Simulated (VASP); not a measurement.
Write the native input for VASP 6.6.1 that does the following.

- Task: single point
- Functional: LDA
- Potentials or basis: VASP PAW LDA potentials, release 64 (Li_sv, H)
- Cutoff: 750 eV
- k mesh: 8 × 8 × 8
- Occupations: gaussian, width 0.05 eV
- Spin: no spin polarisation
- Dipole correction: no
- Further INCAR settings: ALGO = Normal; EDIFF = 1e-06; NBANDS = 9

The structure of LiH lies in POSCAR:

```
LiH
1.0
    0.0000000000      1.9609001589      1.9609001589
    1.9609001589      0.0000000000      1.9609001589
    1.9609001589      1.9609001589      0.0000000000
Li H
1 1
Direct
    0.0000000000      0.0000000000      0.0000000000
    0.5000000000      0.5000000000      0.5000000000
```

The input as run:

INCAR

```
SYSTEM = LiH
ALGO = Normal ; EDIFF = 1E-6
ENCUT = 750 ; GGA = CA
GGA_COMPAT = .FALSE. ; ISIF = 2
ISMEAR = 0 ; LASPH = .TRUE.
LCHARG = .FALSE. ; LREAL = .FALSE.
LWAVE = .FALSE. ; NBANDS = 9
NELM = 120 ; PREC = Accurate
SIGMA = 0.05
```

KPOINTS

```
k-points
0
G
  8 8 8
  0 0 0
```

Potentials or basis: VASP PAW LDA potentials, release 64 (Li_sv, H).

Launch:

```bash
$ cat potpaw_LDA.64/Li_sv/POTCAR potpaw_LDA.64/H/POTCAR > POTCAR
$ mpirun -np 1 vasp_std > vasp.out
```

Results of the run:

```yaml
Pressure: -0.5 GPa
Band_gap_on_the_k_mesh: 2.54 eV
```

Run time: 9.3 s on 1 thread of Intel Xeon 8259CL, on a shared host, peak memory 0.13 GiB.
